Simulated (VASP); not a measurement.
Sm, 2 atoms in the cell. It takes space group Fd-3m (No. 227, cubic). Conventional cell: a = 5.433 Å, b = 5.433 Å, c = 5.433 Å, α = 90.00°, β = 90.00°, γ = 90.00°. Within 3.1 Å of Sm (site symmetry -43m) lie 4 Sm at 2.35 Å. 

| Item | Value |
| --- | --- |
| Program | VASP 6.6.1 |
| Task | single point |
| Functional | PBEsol |
| Potentials or basis | VASP PAW PBE potentials, release 64 (Sm) |
| Cutoff | 520 eV |
| k mesh | 9 × 9 × 9 |
| Occupations | fermi-dirac, width 0.136057 eV |
| Spin | no spin polarisation |
| Dipole correction | no |
| Further INCAR settings | ALGO = Normal; EDIFF = 1e-07; NBANDS = 23 |

Potentials or basis: VASP PAW PBE potentials, release 64 (Sm).

Command:

```bash
$ cat potpaw_PBE.64/Sm/POTCAR > POTCAR
$ mpirun -np 1 vasp_std > vasp.out
```

Hardware: 1 thread of Intel(R) Xeon(R) Platinum 8488C (Sapphire Rapids) (shared host).

Question: Estimate the wall time of this run.

Answer: Wall time 79 s on 1 thread of Intel(R) Xeon(R) Platinum 8488C (Sapphire Rapids) (shared host), peak memory 0.19 GiB. Counts: scf iterations 37, k points 35.
